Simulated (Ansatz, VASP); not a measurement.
**InP: VASP beside Ansatz**

Contents of POSCAR:

```
InP
1.0
    0.0000000000      2.8132800000      2.9305000000
    2.9305000000      0.0000000000      2.9305000000
    2.9305000000      2.8132800000      0.0000000000
In P
1 1
Direct
    0.0000000000      0.0000000000      0.0000000000
    0.7500000000      0.7500000000      0.7500000000
```

Contents of INCAR.step1:

```
SYSTEM = InP
PREC     = Accurate       ! precision mode
ENCUT    = 520            ! plane-wave cutoff, eV
ISMEAR   = 0              ! smearing method
SIGMA    = 0.05           ! smearing width, eV
LREAL    = .False.        ! projectors in reciprocal space
LASPH    = .True.         ! aspherical terms in the spheres
NELM     = 80             ! most SCF steps
NBANDS   = 16             ! bands
GGA      = PE             ! functional
ALGO     = Normal         ! electronic algorithm
EDIFF    = 1E-4           ! SCF threshold, eV
LWAVE    = .True.         ! write WAVECAR
LCHARG   = .False.        ! write CHGCAR
```

File INCAR.step2:

```
SYSTEM = InP
PREC     = Accurate       ! precision mode
ENCUT    = 520            ! plane-wave cutoff, eV
EDIFF    = 1E-6           ! SCF threshold, eV
ISMEAR   = 0              ! smearing method
SIGMA    = 0.05           ! smearing width, eV
LREAL    = .False.        ! projectors in reciprocal space
LASPH    = .True.         ! aspherical terms in the spheres
NELM     = 80             ! most SCF steps
ALGO     = Normal         ! electronic algorithm
ISIF     = 2              ! what is computed and relaxed
LWAVE    = .False.        ! write WAVECAR
LCHARG   = .False.        ! write CHGCAR
METAGGA  = R2SCAN         ! meta-GGA
LMIXTAU  = .True.       
NBANDS   = 16             ! bands
ISTART   = 1
```

Contents of KPOINTS:

```
regular mesh
0
Gamma
  8 8 8
  0 0 0
```

Input for Ansatz:

```yaml
crystal:
  lattice:
    - [0.0, 2.81328, 2.9305]
    - [2.9305, 0.0, 2.9305]
    - [2.9305, 2.81328, 0.0]
  atoms:
    - { symbol: In, position: [0.0, 0.0, 0.0] }
    - { symbol: P, position: [0.75, 0.75, 0.75] }
basis:
  ecutwfc: 500
kpoints:
  mp_grid: { grid: [8, 8, 8] }
hamiltonian:
  xc: r2scan
scf:
  occupations: { method: gaussian, width: 0.05 }
output:
  forces: true
  stress: true
  eigenvalues: true
  write_density: true
  write_potential: true
  elf: true
  volumetric_format: npy
```

Change from the starting cell: strain -0.0400 x Voigt [0, 1, 0, 0, 0, 0], atoms carried along.

Alike in both runs: task single point; functional r2SCAN; k mesh 8 × 8 × 8; occupations gaussian, width 0.05 eV; no spin polarisation.

|  | VASP | Ansatz |
| --- | --- | --- |
| version | VASP 6.6.1 | Ansatz 0.2.0 |
| potentials or method | VASP PAW PBE potentials, release 64 (In_d, P), cutoff 520 eV | scalar-relativistic, plane waves, PAW |
| valence electrons in the cell | 18 | 18 |

Ansatz gave:

- gap on the k mesh at the Fermi level (eV): 1.27
- least direct gap on the mesh (eV): 1.27
- pressure (GPa): 5.0
- traceless stress, the component that is largest in VASP (GPa): 1.03

Task: Which values does VASP return?

Result: gap on the k mesh at the Fermi level (eV): 1.27; least direct gap on the mesh (eV): 1.27; pressure (GPa): 4.9; traceless stress, the component that is largest in VASP (GPa): 1.04.

VASP's potentials were made for PBE, not for r2SCAN.
